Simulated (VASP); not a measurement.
The system is KTaO3.

```
CELL_PARAMETERS angstrom
4.01471 0.00000 0.00000
0.00000 4.01471 0.00000
0.00000 0.00000 4.01471
ATOMIC_POSITIONS crystal
Ta 0.00000 0.00000 0.00000
K 0.50000 0.50000 0.50000
O 0.00000 0.00000 0.50000
O 0.00000 0.50000 0.00000
O 0.50000 0.00000 0.00000
```

This cell differs from its parent crystal: volume scaled by 1.02.

Base run:

| Item | Value |
| --- | --- |
| Program | VASP 6.6.1 |
| Functional | PBE |
| Potentials or basis | VASP PAW PBE potentials, release 64 (Ta_pv, K_sv, O) |
| Cutoff | 520 eV |
| k mesh | 7 × 7 × 7 |
| Occupations | fermi-dirac, width 0.05 eV |
| Spin | no spin polarisation |

Its results: band gap on the k mesh 2.19 eV, indirect (least direct gap 2.76 eV); pressure 2.0 GPa.

Question: The run is repeated on the same cell with these changes: functional from PBE to r2SCAN; further incar settings from ALGO = Normal; EDIFF = 1e-06; NBANDS = 27 to ALGO = Normal; EDIFF = 1e-07; NBANDS = 27. What comes out?

Answer: Band gap on the k mesh 2.61 eV, indirect (least direct gap 3.21 eV); pressure -2.9 GPa.

Caveats: spin-orbit coupling is left out, which moves the levels of the heavy elements; the PAW data sets were made with another functional, which shifts forces and pressure a little (some runs).

A k mesh can miss the band edges.
